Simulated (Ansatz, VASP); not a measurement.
**One calculation of NaCu31O16, two programs**

```
CELL_PARAMETERS angstrom
8.52000 0.00000 0.00000
0.00000 8.52000 0.00000
0.00000 0.00000 8.52000
ATOMIC_POSITIONS crystal
Na 0.12500 0.12500 0.12500
Cu 0.12500 0.12500 0.62500
Cu 0.12500 0.62500 0.12500
Cu 0.12500 0.62500 0.62500
Cu 0.62500 0.12500 0.12500
Cu 0.62500 0.12500 0.62500
Cu 0.62500 0.62500 0.12500
Cu 0.62500 0.62500 0.62500
Cu 0.12500 0.37500 0.37500
Cu 0.12500 0.37500 0.87500
Cu 0.12500 0.87500 0.37500
Cu 0.12500 0.87500 0.87500
Cu 0.62500 0.37500 0.37500
Cu 0.62500 0.37500 0.87500
Cu 0.62500 0.87500 0.37500
Cu 0.62500 0.87500 0.87500
Cu 0.37500 0.37500 0.12500
Cu 0.37500 0.37500 0.62500
Cu 0.37500 0.87500 0.12500
Cu 0.37500 0.87500 0.62500
Cu 0.87500 0.37500 0.12500
Cu 0.87500 0.37500 0.62500
Cu 0.87500 0.87500 0.12500
Cu 0.87500 0.87500 0.62500
Cu 0.37500 0.12500 0.37500
Cu 0.37500 0.12500 0.87500
Cu 0.37500 0.62500 0.37500
Cu 0.37500 0.62500 0.87500
Cu 0.87500 0.12500 0.37500
Cu 0.87500 0.12500 0.87500
Cu 0.87500 0.62500 0.37500
Cu 0.87500 0.62500 0.87500
O 0.00000 0.00000 0.00000
O 0.00000 0.00000 0.50000
O 0.00000 0.50000 0.00000
O 0.00000 0.50000 0.50000
O 0.50000 0.00000 0.00000
O 0.50000 0.00000 0.50000
O 0.50000 0.50000 0.00000
O 0.50000 0.50000 0.50000
O 0.25000 0.25000 0.25000
O 0.25000 0.25000 0.75000
O 0.25000 0.75000 0.25000
O 0.25000 0.75000 0.75000
O 0.75000 0.25000 0.25000
O 0.75000 0.25000 0.75000
O 0.75000 0.75000 0.25000
O 0.75000 0.75000 0.75000
```

Alike in both runs: task electric field gradients; functional PBE; k mesh 2 × 2 × 2; occupations fermi-dirac, width 0.01 eV; no spin polarisation.

|  | VASP | Ansatz |
| --- | --- | --- |
| version | VASP 6.6.1 | Ansatz 0.2.0 |
| potentials or method | VASP PAW PBE potentials, release 64 (Na_pv, Cu, O) | plane-wave PAW, scalar-relativistic |
| plane-wave cutoff (eV) | 520 | 420 |
| valence electrons in the cell | 444 | 694 |

|  | VASP | Ansatz | Ansatz less VASP |
| --- | --- | --- | --- |
| gap on the k mesh at the Fermi level (eV) | 0.60 | 0.59 | -0.004 |
| pressure (GPa) | 5.3 | 4.5 | -0.83 |
| traceless stress, the component that is largest in VASP (GPa) | 1.18 | 1.16 | -0.020 |
| rms of the force components (eV/Å) | 0.396 | 0.389 | -0.0073 |
| size of Vzz on the site where it differs most (V/Å²) | 70.0 | 56.0 | -14.03 |

Atom by atom the forces differ by 0.008 eV/Å (rms over components). The functional is the same, so the differences come from potentials, cutoffs and numerics. VASP's potentials hold 444 valence electrons a cell and Ansatz's 694, so a difference there can come from the potentials and not from the codes.
